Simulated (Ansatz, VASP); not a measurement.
**SnPb2O3: VASP beside Ansatz**

```
Sn Pb O
1.0
     3.93974   -0.00130    0.01068
    -0.00075    4.02960    0.01787
     0.04347    0.07629   16.35366
Sn Pb O
2 4 6
Cartesian
  2.0142 0.0738 14.9893
  0.0049 2.0187 1.3840
  1.9695 -0.0061 3.7174
  1.9828 0.0311 9.3938
  0.0181 2.0558 6.9638
  0.0493 2.0984 12.6556
  2.0160 2.0934 13.9056
  1.9716 2.0137 2.5261
  1.9848 2.0510 8.2104
  0.0474 0.0783 13.8471
  0.0029 -0.0014 2.4676
  0.0162 0.0358 8.1471
```

Change from the starting cell: cell x1, atoms moved at random (sigma 0.05 Å) and cell strained at random (1.5 %), then relaxed without symmetry.

Alike in both runs: functional PBE; k mesh 4 × 4 × 1; occupations gaussian, width 0.1 eV; no spin polarisation.

Ansatz relaxed the structure, and its values are those at the end. VASP's run is a single point on that final structure, the one shown.

```csv
,VASP,Ansatz
version,VASP 6.6.1,Ansatz 0.2.0
potentials or method,"VASP PAW PBE potentials, release 64 (Sn_d, Pb_d, O), cutoff 520 eV","scalar-relativistic, plane waves, PAW"
valence electrons in the cell,120,120
```

```csv
,VASP,Ansatz,Ansatz less VASP
gap on the k mesh at the Fermi level (eV),1.26,1.27,+0.010
least direct gap on the mesh (eV),1.51,1.54,+0.022
pressure (GPa),0.2,0.1,-0.09
rms of the force components (eV/Å),0.021,0.003,-0.0178
```

Neither program's run includes spin-orbit coupling.
